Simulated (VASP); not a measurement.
Write the native input for VASP 6.6.1 that does the following.

* Task: relaxation of shape and atoms at fixed volume
* Functional: PBE
* Potentials or basis: VASP PAW PBE potentials, release 64 (Ni_sv_GW)
* Cutoff: 590 eV
* k mesh: 18 × 18 × 17
* Occupations: fermi-dirac, width 0.1 eV
* Spin: collinear spin, ferromagnetic start
* Starting moments: [1.0] μB
* Dipole correction: no
* Further INCAR settings: ALGO = Normal; EDIFF = 1e-07; IBRION = 2; EDIFFG = -0.005; NSW = 50; ISIF = 4

The structure of Ni lies in POSCAR:

```
Ni
1.0
    1.9151280985      0.0000000000      0.0000000000
   -0.9575640493      1.6585495848      0.0000000000
    0.0000000000      0.0000000000      1.8664071273
Ni
1
Direct
    0.0000000000      0.0000000000      0.0000000000
```

This isn't the form of Ni at room conditions, which is fcc.

The input as run:

INCAR

```
PREC = Accurate ; ENCUT = 590
EDIFF = 1E-7 ; ISMEAR = -1
SIGMA = 0.1 ; LREAL = False
LASPH = True ; NELM = 200
ALGO = Normal ; ISIF = 4
LWAVE = False ; LCHARG = False
ISPIN = 2 ; MAGMOM = 1
LORBIT = 11 ; LMAXMIX = 4
GGA = PE ; IBRION = 2
NSW = 50 ; EDIFFG = -0.005
GGA_COMPAT = False ; NELMIN = 4
```

KPOINTS

```
Automatic mesh
0
Gamma
  18 18 17
```

Potentials or basis: VASP PAW PBE potentials, release 64 (Ni_sv_GW).

Run with:

```console
$ cat potpaw_PBE.64/Ni_sv_GW/POTCAR > POTCAR
$ mpirun -np 1 vasp_std > vasp.out
```

Results of the run:

```
Pressure after relaxing                               : 577.8 GPa
Band gap on the k mesh                                : zero (filled and empty bands overlap)
Net moment                                            : 0.00 μB per cell
Valence electrons inside the program's atomic spheres : Ni 17.62
```

It took 2.8 min on 1 thread of Intel(R) Xeon(R) Platinum 8488C (Sapphire Rapids), with other jobs on the host, peak memory 0.2 GiB.
